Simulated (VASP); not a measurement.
# BaBi (Pm-3m) in VASP: notebook

Runs on BaBi. Level: PBE. Tasks: single point.

Everything below comes from runs of VASP 6.6.1. Logs are shortened: lines on timing, memory, paths and dates and some standing lists are left out, and cuts for length are marked.

## (1) The cell of the first run

Symmetry: Pm-3m, No. 221, cubic system. Conventional cell: a = 4.126 Å, b = 4.126 Å, c = 4.126 Å, α = 90.00°, β = 90.00°, γ = 90.00°. Within 4.7 Å of Ba (site symmetry m-3m) lie 8 Bi at 3.57 Å and 6 Ba at 4.13 Å. Within 4.7 Å of Bi (site symmetry m-3m) lie 8 Ba at 3.57 Å and 6 Bi at 4.13 Å.

## (2) Single point, PBE

Input file INCAR:

```
PREC = Accurate
ENCUT = 520
EDIFF = 1E-6
ISMEAR = 0
SIGMA = 0.1
LREAL = F
LASPH = T
NELM = 80
ALGO = Fast
ISIF = 2
LWAVE = F
LCHARG = T
GGA = PE
LELF = T
LVHAR = T
NBANDS = 20
```

Input file KPOINTS:

```
Automatic mesh
0
Gamma
  4 4 4
```

Input file POSCAR:

```
BaBi
1.0
    4.1263587335      0.0000000000      0.0000000000
    0.0000000000      4.1263587335      0.0000000000
    0.0000000000      0.0000000000      4.1263587335
Ba Bi
1 1
Direct
    0.0000000000      0.0000000000      0.0000000000
    0.5000000000      0.5000000000      0.5000000000
```

Potentials or basis: VASP PAW PBE potentials, release 64 (Ba_sv, Bi_d).

Started as:

```bash
cat potpaw_PBE.64/Ba_sv/POTCAR potpaw_PBE.64/Bi_d/POTCAR > POTCAR
mpirun -np 1 vasp_std > vasp.out
```

OUTCAR:

```text
PREC = Accurate
   ENCUT = 520
   EDIFF = 1E-6
   ISMEAR = 0
   LREAL = F
   LASPH = T
   NELM = 80
   ISIF = 2
   GGA = PE

 ion  position               nearest neighbor table
   1  0.000  0.000  0.000-   2 3.57   2 3.57   2 3.57   2 3.57   2 3.57   2 3.57   2 3.57   2 3.57

   2  0.500  0.500  0.500-   1 3.57   1 3.57   1 3.57   1 3.57   1 3.57   1 3.57   1 3.57   1 3.57

  LATTYP: Found a simple cubic cell.
 ALAT       =     4.1263587335

  Lattice vectors:

 A1 = (   4.1263587335,   0.0000000000,   0.0000000000)
 A2 = (   0.0000000000,   4.1263587335,   0.0000000000)
 A3 = (   0.0000000000,   0.0000000000,   4.1263587335)

Analysis of symmetry for initial positions (statically):
=====================================================================
 Subroutine PRICEL returns:
 Original cell was already a primitive cell.

 Routine SETGRP: Setting up the symmetry group for a
 simple cubic supercell.

 Subroutine GETGRP returns: Found 48 space group operations
 (whereof 48 operations were pure point group operations)
 out of a pool of 48 trial point group operations.

The static configuration has the point symmetry O_h .

Analysis of symmetry for dynamics (positions and initial velocities):
=====================================================================
 Subroutine PRICEL returns:
 Original cell was already a primitive cell.

 Routine SETGRP: Setting up the symmetry group for a
 simple cubic supercell.

 Subroutine GETGRP returns: Found 48 space group operations
 (whereof 48 operations were pure point group operations)
 out of a pool of 48 trial point group operations.

The dynamic configuration has the point symmetry O_h .

 Subroutine INISYM returns: Found 48 space group operations
 (whereof 48 operations are pure point group operations),
 and found     1 'primitive' translations

----------------------------------------------------------------------------------------

                                     Primitive cell

  volume of cell :      70.2588

  direct lattice vectors                    reciprocal lattice vectors
     4.126358734  0.000000000  0.000000000     0.242344417  0.000000000  0.000000000
     0.000000000  4.126358734  0.000000000     0.000000000  0.242344417  0.000000000
[... 63 lines left out ...]
   ICHARG =      2    charge: 1-file 2-atom 10-const
   ISPIN  =      1    spin polarized calculation?
   LNONCOLLINEAR =      F non collinear calculations
   LSORBIT =      F    spin-orbit coupling
   LASPH  =      T    aspherical Exc in radial PAW
   ENCUT  =  520.0 eV  38.22 Ry    6.18 a.u.   7.67  7.67  7.67*2*pi/ulx,y,z
   NELM   =     80;   NELMIN=  2; NELMDL= -5     # of ELM steps
   EDIFF  = 0.1E-05   stopping-criterion for ELM
   LREAL  =      F    real-space projection
   EDIFFG = 0.1E-04   stopping-criterion for IOM
   NSW    =      0    number of steps for IOM
   IBRION =     -1    ionic relax: 0-MD 1-quasi-New 2-CG
   NFREE  =      0    steps in history (QN), initial steepest desc. (CG)
   ISIF   =      2    stress and relaxation
   ISYM   =      2    0-nonsym 1-usesym 2-fastsym
   POTIM  = 0.5000    time-step for ionic-motion
   TEBEG  =    0.0;   TEEND  =   0.0 temperature during run
   PSTRESS=    0.0 pullay stress
   NELECT =      25.0000    total number of electrons
   NUPDOWN=      -1.0000    fix difference up-down
   EMIN   =  10.00;   EMAX   =-10.00  energy-range for DOS
   EFERMI =   0.00;   METHOD = LEGACY
   ISMEAR =     0;   SIGMA  =   0.10  broadening in eV -4-tet -1-fermi 0-gaus
   EFERMI_NEDOS =   21; number of points for ismear=-14 and -15
   IALGO  =     68    algorithm
   IMIX   =      4    mixing-type and parameters
     AMIX     =   0.40;   BMIX     =  1.00
     AMIX_MAG =   1.60;   BMIX_MAG =  1.00
  volume/ion in A,a.u.               =      35.13       237.07
  Fermi-wavevector in a.u.,A,eV,Ry     =   1.160080  2.192233 18.310517  1.345785
  Thomas-Fermi vector in A             =   2.296666
   LORBIT       =      0    0 simple, 1 ext, 2 COOP (PROOUT), +10 PAW based schemes
   GGA     = PE    functional components
   LHFCALC =     F    Hartree Fock is set to
   AEXX    =    0.0000 exact exchange contribution
   IVDW    =     0    specifies the selected vdW correction
   LEPSILON=     F    determine dielectric tensor
   LRPA    =     F    only Hartree local field effects (RPA)
 non-spin polarized calculation
 RMM-DIIS sequential band-by-band and
 Gauss-broadening in eV      SIGMA  =   0.10
  energy-cutoff  :      520.00
  volume of cell :       70.26
 maximum number of plane-waves:      1924
 NGX is ok and might be reduce to    32
   NGX = 15   NGY = 15   NGZ = 15

 number of electron      24.9999990 magnetization

 Free energy of the ion-electron system (eV)
  ---------------------------------------------------
  ext. energy  EPLUGINS =         0.00000000
  ---------------------------------------------------
  free energy    TOTEN  =        -7.16814617 eV

  energy without entropy =       -7.14563033  energy(sigma->0) =       -7.15688825

 E-fermi :   5.3709     XC(G=0):  -9.5457

 val. band max:        5.3620856271   @ k =   0.2500   0.0000   0.0000
 cond. band min:       5.4442990202   @ k =   0.5000   0.2500   0.0000
 fundamental gap:      0.0822133931
 Fermi energy:         5.3709230591

 k-point     1 :       0.0000    0.0000    0.0000
  band No.  band energies     occupation
      1     -22.8747      2.00000
      2     -16.8589      2.00000
      3     -16.8589      2.00000
      4     -16.8589      2.00000
      5     -16.8584      2.00000
      6     -16.8584      2.00000
[... 219 lines left out ...]
     19      12.9121      0.00000
     20      12.9374      0.00000

------------------------ aborting loop because EDIFF is reached ----------------------------------------

  FORCE on cell =-STRESS in cart. coord.  units (eV):
  Direction    XX          YY          ZZ          XY          YZ          ZX
  --------------------------------------------------------------------------------------
  -------------------------------------------------------------------------------------
  Total        2.7063866      2.7063866      2.7063866      0.0000000      0.0000000      0.0000000
  in kB       61.7162416     61.7162416     61.7162416      0.0000000      0.0000000      0.0000000
  external PRESSURE =      61.7162416 kB  Pullay stress =       0.0000000 kB

 VOLUME and BASIS-vectors are now :
 -----------------------------------------------------------------------------
  energy-cutoff  :      520.00
  volume of cell :       70.26
      direct lattice vectors                 reciprocal lattice vectors
     4.126358734  0.000000000  0.000000000     0.242344417  0.000000000  0.000000000
     0.000000000  4.126358734  0.000000000     0.000000000  0.242344417  0.000000000
     0.000000000  0.000000000  4.126358734     0.000000000  0.000000000  0.242344417

 POSITION                                       TOTAL-FORCE (eV/Angst)
 -----------------------------------------------------------------------------------
      0.00000      0.00000      0.00000         0.000000      0.000000      0.000000
      2.06318      2.06318      2.06318         0.000000      0.000000      0.000000
 -----------------------------------------------------------------------------------
    total drift:                                0.000000      0.000000     -0.000000

  FREE ENERGIE OF THE ION-ELECTRON SYSTEM (eV)
  ---------------------------------------------------
  free  energy   TOTEN  =        -7.1681461699 eV

  energy  without entropy=       -7.1456303276  energy(sigma->0) =       -7.15688825
```

stdout:

```text
POSCAR found type information on POSCAR BaBi
 POSCAR found :  2 types and       2 ions
 scaLAPACK will be used
 LDA part: xc-table for (Slater+PW92), standard interpolation
 POSCAR, INCAR and KPOINTS ok, starting setup
 FFT: planning ... GRIDC
 FFT: planning ... GRID_SOFT
 FFT: planning ... GRID
 WAVECAR not read
 entering main loop
```

Wall time 13 s (1 thread of Oxide Virtual Turin-like, shared host); peak memory 0.14 GiB.

What came out:

| Item | Value |
| --- | --- |
| Free energy | -7.1681 eV |
| Pressure | 6.2 GPa |
| Band gap on the k mesh | zero (an odd number of electrons rules out a gap without spin polarisation) |

Caveat: the k points lie up to 0.38 Å⁻¹ apart, too coarse for converged energies and pressures of a metal; spin-orbit coupling is left out, which moves the levels of the heavy elements.

## (3) Single point, PBE

This run uses another cell than the first one, of 40.42 Å³/atom.

Input file INCAR:

```
PREC     = Accurate       # precision mode
ENCUT    = 520            # plane-wave cutoff, eV
EDIFF    = 1E-6           # SCF threshold, eV
ISMEAR   = 0              # smearing method
SIGMA    = 0.1            # smearing width, eV
LREAL    = False          # projectors in reciprocal space
LASPH    = True           # aspherical terms in the spheres
NELM     = 60             # most SCF steps
ALGO     = Normal         # electronic algorithm
ISIF     = 2              # what is computed and relaxed
LWAVE    = False          # write WAVECAR
LCHARG   = False          # write CHGCAR
GGA      = PE             # functional
NBANDS   = 20             # bands
```

KPOINTS is that of step 2.

Input file POSCAR:

```
BaBi
1.0
    4.3237573941      0.0000000000      0.0000000000
    0.0000000000      4.3237573941      0.0000000000
    0.0000000000      0.0000000000      4.3237573941
Ba Bi
1 1
Direct
    0.0000000000      0.0000000000      0.0000000000
    0.5000000000      0.5000000000      0.5000000000
```

Potentials or basis: VASP PAW PBE potentials, release 64 (Ba_sv, Bi_d).

Started as:

```bash
cat potpaw_PBE.64/Ba_sv/POTCAR potpaw_PBE.64/Bi_d/POTCAR > POTCAR
mpirun -np 1 vasp_std > vasp.out
```

Run time: 14 s. Hardware: 1 thread of Oxide Virtual Turin-like, shared host; peak memory 0.15 GiB.

Results (log left out):

| Quantity | Value |
| --- | --- |
| Free energy | -7.3657 eV |
| Pressure | 0.4 GPa |
| Band gap on the k mesh | zero (an odd number of electrons rules out a gap without spin polarisation) |

Levels at points of the mesh, in eV from the Fermi level:
| k point | band 11 | band 12 | band 13 | band 14 | band 15 | band 16 |
| --- | --- | --- | --- | --- | --- | --- |
| (0.00, 0.00, 0.00) | 0.37 | 0.37 | 0.37 | 0.41 | 0.41 | 1.77 |
| (0.50, 0.00, 0.00) | -3.34 | -0.36 | -0.36 | 1.05 | 4.32 | 4.39 |
| (0.50, 0.50, 0.00) | -1.76 | -1.76 | 0.57 | 0.97 | 2.13 | 2.58 |
| (0.50, 0.50, 0.50) | -2.71 | -2.71 | -2.71 | 4.30 | 4.30 | 4.30 |

Caveat: the k points lie up to 0.36 Å⁻¹ apart, too coarse for converged energies and pressures of a metal; spin-orbit coupling is left out, which moves the levels of the heavy elements.

The gap in the log of VASP goes by the Fermi energy; the results here count the filled bands.